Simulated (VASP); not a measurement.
Re: single point with PBE

The system is Re.

```
CELL_PARAMETERS angstrom
2.88582 0.00000 0.00000
-1.44291 2.49919 0.00000
0.00000 0.00000 4.48422
ATOMIC_POSITIONS crystal
Re 0.33333 0.66667 0.21749
Re 0.66667 0.33333 0.78251
```

This cell differs from its parent crystal: atoms displaced along a vibrational mode, the cell strained.

```yaml
Program: VASP 6.6.1
Task: single point
Functional: PBE
Potentials_or_basis: VASP PAW PBE potentials, release 64 (Re)
Cutoff: 520 eV
k_mesh: 18 × 18 × 10
Occupations: gaussian, width 0.15 eV
Spin: no spin polarisation
```

```json
{
 "Pressure": "-12.8 GPa",
 "Largest force": "2.209 eV/Å",
 "Band gap on the k mesh": "zero (bands 7 and 8 overlap by 2.43 eV)"
}
```

Forces on the atoms (eV/Å):
```
Re   0.000  0.000  2.209
Re   0.000  0.000 -2.209
```

Stress tensor (GPa, compression positive):
```
-18.53   0.00   0.00
  0.00 -18.53   0.00
  0.00   0.00  -1.41
```

Levels at points of the mesh, in eV from the Fermi level:
```tsv
k point	band 3	band 4	band 5	band 6	band 7	band 8	band 9	band 10	band 11	band 12
(0.00, 0.00, 0.00)	-1.77	-1.77	-1.45	-1.45	-1.06	0.58	0.58	1.66	3.33	3.33
(0.50, 0.00, 0.00)	-4.49	-2.19	-1.72	-0.91	0.05	3.00	3.50	4.40	5.16	6.17
(0.00, 0.00, 0.50)	-3.06	-1.98	-1.98	-1.94	-1.94	-0.26	1.92	1.92	3.12	3.12
(0.50, 0.00, 0.50)	-4.19	-2.53	-1.04	0.78	0.95	1.42	3.16	3.19	3.75	4.87
```

It took 59 s on 1 thread of Intel(R) Xeon(R) 6975P-C (Granite Rapids), on a shared host, peak memory 0.25 GiB.

Caveat: the cell differs from its parent crystal (atoms displaced along a vibrational mode, the cell strained); the stress differs along the axes, from -19 to -1 GPa; spin-orbit coupling is left out, which moves the levels of the heavy elements; forces of over 1 eV/Å act on the atoms, so gaps and moduli don't describe the material at rest.
